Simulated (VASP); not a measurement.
# CaO (I4mm) in VASP: notebook

The runs below take CaO through single point, with LDA.

All numbers are computed with VASP 6.6.1; they aren't measurements. Logs are shortened: lines on timing, memory, paths and dates and some standing lists are left out, and cuts for length are marked.

## (1) The cell of the first run

Symmetry: I4mm, No. 107, tetragonal system. Conventional cell: a = 3.463 Å, b = 3.463 Å, c = 4.898 Å, α = 90.00°, β = 90.00°, γ = 90.00°. Within 2.6 Å of Ca (site symmetry 4mm) lie 5 O at 1.95 to 2.50 Å. Within 2.6 Å of O (site symmetry 4mm) lie 5 Ca at 1.95 to 2.50 Å.

## (2) Single point, LDA (all Ca atoms moved -0.500 Å, as atom 1 along Cartesian [1 0 0])

Contents of INCAR:

```
PREC     = Accurate       # precision mode
ENCUT    = 520            # plane-wave cutoff, eV
EDIFF    = 1E-7           # SCF threshold, eV
ISMEAR   = 0              # smearing method
SIGMA    = 0.05           # smearing width, eV
LREAL    = False          # projectors in reciprocal space
LASPH    = True           # aspherical terms in the spheres
NELM     = 100            # most SCF steps
ALGO     = Normal         # electronic algorithm
ISIF     = 2              # what is computed and relaxed
LWAVE    = False          # write WAVECAR
LCHARG   = False          # write CHGCAR
NBANDS   = 15             # bands
```

Contents of KPOINTS:

```
regular mesh
0
Gamma
  8 8 8
```

Contents of POSCAR:

```
CaO
1.0
    0.0000000000      2.4490000000      2.4490000000
    2.4490000000      0.0000000000      2.4490000000
    2.4490000000      2.4490000000      0.0000000000
Ca O
1 1
Direct
    0.1020824826     -0.1020824826     -0.1020824826
    0.5000000000      0.5000000000      0.5000000000
```

Potentials or basis: VASP PAW LDA potentials, release 64 (Ca_sv, O).

Run with:

```console
cat potpaw_LDA.64/Ca_sv/POTCAR potpaw_LDA.64/O/POTCAR > POTCAR
mpirun -np 1 vasp_std > vasp.out
```

OUTCAR:

```text
PREC = Accurate
   ENCUT = 520
   EDIFF = 1E-7
   ISMEAR = 0
   LREAL = False
   LASPH = True
   NELM = 100
   ISIF = 2

 ion  position               nearest neighbor table
   1  0.102  0.898  0.898-   2 1.95   2 2.50   2 2.50   2 2.50   2 2.50
   2  0.500  0.500  0.500-   1 1.95   1 2.50   1 2.50   1 2.50   1 2.50

  LATTYP: Found a face centered cubic cell.
 ALAT       =     4.8980000000

  Lattice vectors:

 A1 = (   0.0000000000,   2.4490000000,   2.4490000000)
 A2 = (   2.4490000000,   0.0000000000,   2.4490000000)
 A3 = (   2.4490000000,   2.4490000000,   0.0000000000)

Analysis of symmetry for initial positions (statically):
=====================================================================
 Subroutine PRICEL returns:
 Original cell was already a primitive cell.

 Routine SETGRP: Setting up the symmetry group for a
 face centered cubic supercell.

 Subroutine GETGRP returns: Found  8 space group operations
 (whereof  8 operations were pure point group operations)
 out of a pool of 48 trial point group operations.

The static configuration has the point symmetry C_4v.

Analysis of symmetry for dynamics (positions and initial velocities):
=====================================================================
 Subroutine PRICEL returns:
 Original cell was already a primitive cell.

 Routine SETGRP: Setting up the symmetry group for a
 face centered cubic supercell.

 Subroutine GETGRP returns: Found  8 space group operations
 (whereof  8 operations were pure point group operations)
 out of a pool of 48 trial point group operations.

The dynamic configuration has the point symmetry C_4v.

 Subroutine INISYM returns: Found  8 space group operations
 (whereof  8 operations are pure point group operations),
 and found     1 'primitive' translations

----------------------------------------------------------------------------------------

                                     Primitive cell

  volume of cell :      29.3762

  direct lattice vectors                    reciprocal lattice vectors
     0.000000000  2.449000000  2.449000000    -0.204164965  0.204164965  0.204164965
     2.449000000  0.000000000  2.449000000     0.204164965 -0.204164965  0.204164965
     2.449000000  2.449000000  0.000000000     0.204164965  0.204164965 -0.204164965

  length of vectors
     3.463409014  3.463409014  3.463409014     0.353624093  0.353624093  0.353624093

  position of ions in fractional coordinates (direct lattice)
     0.102082483  0.897917517  0.897917517
     0.500000000  0.500000000  0.500000000

  ion indices of the primitive-cell ions
   primitive index   ion index
                 1           1
                 2           2

----------------------------------------------------------------------------------------

 KPOINTS: regular mesh

Automatic generation of k-mesh.
 Grid dimensions read from file:
 generate k-points for:    8    8    8

 Generating k-lattice:

  Cartesian coordinates                     Fractional coordinates (reciprocal lattice)
    -0.025520621  0.025520621  0.025520621     0.125000000  0.000000000  0.000000000
     0.025520621 -0.025520621  0.025520621     0.000000000  0.125000000  0.000000000
     0.025520621  0.025520621 -0.025520621     0.000000000  0.000000000  0.125000000

  Length of vectors
     0.044203012  0.044203012  0.044203012

  Shift w.r.t. Gamma in fractional coordinates (k-lattice)
     0.000000000  0.000000000  0.000000000

 Subroutine IBZKPT returns following result:
 ===========================================

 Found     59 irreducible k-points:

 Following reciprocal coordinates:
            Coordinates               Weight
  0.000000  0.000000  0.000000      1.000000
  0.125000  0.000000  0.000000      8.000000
  0.250000  0.000000  0.000000      8.000000
  0.375000  0.000000  0.000000      8.000000
  0.500000  0.000000  0.000000      4.000000
  0.125000  0.125000  0.000000      4.000000
[... 16 lines left out ...]
  0.000000  0.375000  0.250000      8.000000
  0.500000  0.250000  0.000000     16.000000
 [... further k-points ...]
   k-points           NKPTS =     59   k-points in BZ     NKDIM =     59   number of bands    NBANDS=     15
   number of dos      NEDOS =    301   number of ions     NIONS =      2
   total plane-waves  NPLWV =  21952
   dimension x,y,z NGX =    28 NGY =   28 NGZ =   28
   dimension x,y,z NGXF=    56 NGYF=   56 NGZF=   56
   ions per type =               1   1
   NGX,Y,Z   is equivalent  to a cutoff of  13.44, 13.44, 13.44 a.u.
   NGXF,Y,Z  is equivalent  to a cutoff of  26.88, 26.88, 26.88 a.u.
 SYSTEM =  unknown system
   PREC   = accura    normal or accurate (medium, high low for compatibility)
   ISTART =      0    job   : 0-new  1-cont  2-samecut
   ICHARG =      2    charge: 1-file 2-atom 10-const
   ISPIN  =      1    spin polarized calculation?
   LNONCOLLINEAR =      F non collinear calculations
   LSORBIT =      F    spin-orbit coupling
   LASPH  =      T    aspherical Exc in radial PAW
   ENCUT  =  520.0 eV  38.22 Ry    6.18 a.u.   6.44  6.44  6.44*2*pi/ulx,y,z
   NELM   =    100;   NELMIN=  2; NELMDL= -5     # of ELM steps
   EDIFF  = 0.1E-06   stopping-criterion for ELM
   LREAL  =      F    real-space projection
   EDIFFG = 0.1E-05   stopping-criterion for IOM
   NSW    =      0    number of steps for IOM
   IBRION =     -1    ionic relax: 0-MD 1-quasi-New 2-CG
   NFREE  =      0    steps in history (QN), initial steepest desc. (CG)
   ISIF   =      2    stress and relaxation
   ISYM   =      2    0-nonsym 1-usesym 2-fastsym
   POTIM  = 0.5000    time-step for ionic-motion
   TEBEG  =    0.0;   TEEND  =   0.0 temperature during run
   PSTRESS=    0.0 pullay stress
   NELECT =      16.0000    total number of electrons
   NUPDOWN=      -1.0000    fix difference up-down
   EMIN   =  10.00;   EMAX   =-10.00  energy-range for DOS
   EFERMI =   0.00;   METHOD = LEGACY
   ISMEAR =     0;   SIGMA  =   0.05  broadening in eV -4-tet -1-fermi 0-gaus
   EFERMI_NEDOS =   21; number of points for ismear=-14 and -15
   IALGO  =     38    algorithm
   IMIX   =      4    mixing-type and parameters
     AMIX     =   0.40;   BMIX     =  1.00
     AMIX_MAG =   1.60;   BMIX_MAG =  1.00
  volume/ion in A,a.u.               =      14.69        99.12
  Fermi-wavevector in a.u.,A,eV,Ry     =   1.336953  2.526474 24.319632  1.787443
  Thomas-Fermi vector in A             =   2.465539
   LORBIT       =      0    0 simple, 1 ext, 2 COOP (PROOUT), +10 PAW based schemes
   GGA     = CA    functional components
   LHFCALC =     F    Hartree Fock is set to
   AEXX    =    0.0000 exact exchange contribution
   IVDW    =     0    specifies the selected vdW correction
   LEPSILON=     F    determine dielectric tensor
   LRPA    =     F    only Hartree local field effects (RPA)
 non-spin polarized calculation
 Gauss-broadening in eV      SIGMA  =   0.05
  energy-cutoff  :      520.00
  volume of cell :       29.38
 maximum number of plane-waves:       817
 NGX is ok and might be reduce to    28
   NGX = 13   NGY = 13   NGZ = 13

 number of electron      16.0000004 magnetization

 Free energy of the ion-electron system (eV)
  ---------------------------------------------------
  ext. energy  EPLUGINS =         0.00000000
  ---------------------------------------------------
  free energy    TOTEN  =       -13.59011864 eV

  energy without entropy =      -13.59011864  energy(sigma->0) =      -13.59011864

 E-fermi :   1.5964     XC(G=0): -10.6716

 val. band max:        1.3579689661   @ k =   0.0000  -0.1250   0.1250
 cond. band min:       5.2563062616   @ k =   0.0000   0.5000   0.5000
 fundamental gap:      3.8983372955
 Fermi energy:         1.5964389306

 k-point     1 :       0.0000    0.0000    0.0000
  band No.  band energies     occupation
      1     -35.3069      2.00000
      2     -16.8560      2.00000
      3     -16.3902      2.00000
      4     -16.3902      2.00000
      5     -13.1555      2.00000
      6       1.0267      2.00000
      7       1.0267      2.00000
      8       1.1452      2.00000
      9       5.5923      0.00000
     10       7.8766      0.00000
     11       8.7585      0.00000
     12       8.7585      0.00000
     13       9.3390      0.00000
     14      10.8291      0.00000
     15      15.8347      0.00000

 k-point     2 :       0.1250    0.0000    0.0000
  band No.  band energies     occupation
      1     -35.2932      2.00000
      2     -16.9767      2.00000
      3     -16.4505      2.00000
      4     -16.4005      2.00000
      5     -12.9810      2.00000
      6       0.5520      2.00000
      7       0.9520      2.00000
      8       1.1819      2.00000
      9       6.1541      0.00000
     10       7.8409      0.00000
     11       8.5899      0.00000
     12       8.6984      0.00000
     13       9.9195      0.00000
     14      11.1764      0.00000
     15      16.4606      0.00000

 k-point     3 :       0.2500    0.0000    0.0000
  band No.  band energies     occupation
      1     -35.2597      2.00000
      2     -17.2883      2.00000
      3     -16.5210      2.00000
      4     -16.4248      2.00000
      5     -12.6144      2.00000
      6      -0.1584      2.00000
      7       0.7645      2.00000
      8       1.0025      2.00000
      9       7.1161      0.00000
     10       8.1161      0.00000
     11       8.8259      0.00000
     12       8.9687      0.00000
     13      10.7176      0.00000
     14      11.7917      0.00000
     15      16.9329      0.00000
[... 343 lines left out ...]
 k-point    23 :       0.0000    0.3750    0.2500
  band No.  band energies     occupation
      1     -35.2144      2.00000
      2     -17.5566      2.00000
      3     -16.5712      2.00000
      4     -16.5384      2.00000
      5     -12.4477      2.00000
      6       0.0284      2.00000
      7       0.8902      2.00000
      8       0.9785      2.00000
      9       6.2150      0.00000
     10       7.8769      0.00000
     11      10.2091      0.00000
     12      10.3368      0.00000
     13      10.6064      0.00000
     14      12.4216      0.00000
     15      17.3277      0.00000

 k-point    24 :       0.5000    0.2500    0.0000
  band No.  band energies     occupation
      1     -35.1990      2.00000
      2     -17.4389      2.00000
      3     -16.7500      2.00000
      4     -16.5647      2.00000
      5     -12.4502      2.00000
      6      -0.2737      2.00000
      7       0.3201      2.00000
      8       0.9681      2.00000
      9       7.2239      0.00000
     10       9.2307      0.00000
     11       9.7148      0.00000
     12      10.4665      0.00000
     13      11.6718      0.00000
     14      12.5557      0.00000
     15      14.8360      0.00000

 [... further k-points ...]
[... 5 lines left out ...]
  --------------------------------------------------------------------------------------
  -------------------------------------------------------------------------------------
  Total        4.3722095     -1.9729824     -1.9729824     -0.0000000      0.0000000      0.0000000
  in kB      238.4598087   -107.6062356   -107.6062356     -0.0000000      0.0000000      0.0000000
  external PRESSURE =       7.7491125 kB  Pullay stress =       0.0000000 kB

 VOLUME and BASIS-vectors are now :
 -----------------------------------------------------------------------------
  energy-cutoff  :      520.00
  volume of cell :       29.38
      direct lattice vectors                 reciprocal lattice vectors
     0.000000000  2.449000000  2.449000000    -0.204164965  0.204164965  0.204164965
     2.449000000  0.000000000  2.449000000     0.204164965 -0.204164965  0.204164965
     2.449000000  2.449000000  0.000000000     0.204164965  0.204164965 -0.204164965

 POSITION                                       TOTAL-FORCE (eV/Angst)
 -----------------------------------------------------------------------------------
      4.39800      2.44900      2.44900         3.279270      0.000000      0.000000
      2.44900      2.44900      2.44900        -3.279270      0.000000      0.000000
 -----------------------------------------------------------------------------------
    total drift:                               -0.000063     -0.000000     -0.000000

  FREE ENERGIE OF THE ION-ELECTRON SYSTEM (eV)
  ---------------------------------------------------
  free  energy   TOTEN  =       -13.5901186445 eV

  energy  without entropy=      -13.5901186445  energy(sigma->0) =      -13.59011864
```

It took 15 s on 1 thread of AMD EPYC 9R45 (Zen 5), shared host; peak memory 0.13 GiB.

Results:

| Quantity | Value |
| --- | --- |
| Free energy | -13.5901 eV |
| Pressure | 0.8 GPa |
| Largest force | 3.279 eV/Å |
| Band gap on the k mesh | 3.90 eV, indirect (least direct gap 4.09 eV) |

Forces on the atoms (eV/Å):
```
Ca   3.279  0.000  0.000
O   -3.279  0.000  0.000
```

Caveat: the cell differs from its parent crystal (all Ca atoms moved -0.500 Å, as atom 1 along Cartesian [1 0 0]); forces of over 1 eV/Å act on the atoms, so gaps and moduli don't describe the material at rest. A k mesh can miss the band edges.

(Part 1 of 2 ends here.)
